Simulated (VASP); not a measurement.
Here is a VASP 6.6.1 calculation.

Contents of INCAR:

```
PREC     = Accurate       # precision mode
ENCUT    = 600            # plane-wave cutoff, eV
EDIFF    = 1E-6           # SCF threshold, eV
ISMEAR   = 0              # smearing method
SIGMA    = 0.1            # smearing width, eV
LREAL    = False          # projectors in reciprocal space
LASPH    = True           # aspherical terms in the spheres
NELM     = 120            # most SCF steps
ALGO     = Normal         # electronic algorithm
ISIF     = 2              # what is computed and relaxed
LWAVE    = False          # write WAVECAR
LCHARG   = False          # write CHGCAR
GGA      = PE             # functional
NBANDS   = 16             # bands
GGA_COMPAT= False
```

The input KPOINTS:

```
Automatic mesh
0
Gamma
  16 16 16
```

POSCAR

```
ZrN
1.0
    0.0000000000      2.2975523579      2.2975523579
    2.2975523579      0.0000000000      2.2975523579
    2.2975523579      2.2975523579      0.0000000000
Zr N
1 1
Direct
    0.5000000000      0.5000000000      0.5000000000
    0.0000000000      0.0000000000      0.0000000000
```

Potentials or basis: VASP PAW PBE potentials, release 64 (Zr_sv, N).

Run with:

```console
$ cat potpaw_PBE.64/Zr_sv/POTCAR potpaw_PBE.64/N/POTCAR > POTCAR
$ mpirun -np 1 vasp_std > vasp.out
```

(1) Predict the pressure.

Answers

(1) 0.1 GPa.
